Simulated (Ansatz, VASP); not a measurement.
# One calculation of V, two programs

File INCAR:

```
SYSTEM = V
ALGO = Normal
EDIFF = 1E-6
ENCUT = 520
ISIF = 2
ISMEAR = -1
ISPIN = 2
LASPH = .True.
LCHARG = .False.
LMAXMIX = 4
LORBIT = 11
LREAL = .False.
LWAVE = .False.
MAGMOM = 1
NBANDS = 16
NELM = 150
PREC = Accurate
SIGMA = 0.05
```

KPOINTS

```
k-points
0
Gamma
  25 25 25
  0 0 0
```

The input POSCAR:

```
V
1.0
   -1.5011357299      1.5011357299      1.5011357299
    1.5011357299     -1.5011357299      1.5011357299
    1.5011357299      1.5011357299     -1.5011357299
V
1
Direct
    0.0000000000      0.0000000000      0.0000000000
```

Input for Ansatz:

```yaml
crystal:
  lattice:
    - [-1.5011357299, 1.5011357299, 1.5011357299]
    - [1.5011357299, -1.5011357299, 1.5011357299]
    - [1.5011357299, 1.5011357299, -1.5011357299]
  atoms:
    - { symbol: V, position: [0.0, 0.0, 0.0], spin: 1.0 }
hamiltonian:
  xc: lda
  pseudopotentials:
    kind: paw
    azcp:
      V: "pseudopotentials/V.paw.azcp"
basis:
  ecutwfc: 420
  fft_grid_basis: typed
kpoints:
  mp_grid: { grid: [25, 25, 25], shift: [0, 0, 0] }
magnetization:
  spin_polarized: true
scf:
  occupations: { method: fermi_dirac, width: 0.05 }
output:
  stress: true
```

Alike in both runs: task single point; functional LDA; k mesh 25 × 25 × 25; occupations fermi-dirac, width 0.05 eV; collinear spin.

|  | VASP | Ansatz |
| --- | --- | --- |
| version | VASP 6.6.1 | Ansatz 0.2.0 |
| potentials or method | VASP PAW LDA potentials, release 64 (V_sv), cutoff 520 eV | plane waves (420 eV) with PAW, scalar-relativistic |
| valence electrons in the cell | 13 | 13 |

|  | VASP | Ansatz | Ansatz less VASP |
| --- | --- | --- | --- |
| pressure (GPa) | -13.6 | -14.0 | -0.39 |
| net moment per atom (μB) | 0.00 | 0.00 | -0.001 |

Ansatz warns that its potentials were made for another functional, while VASP's fit it. LDA's correlation is that of Perdew and Zunger in VASP and of Perdew and Wang (1992) in Ansatz. Ansatz's warnings: seeded moment not kept.
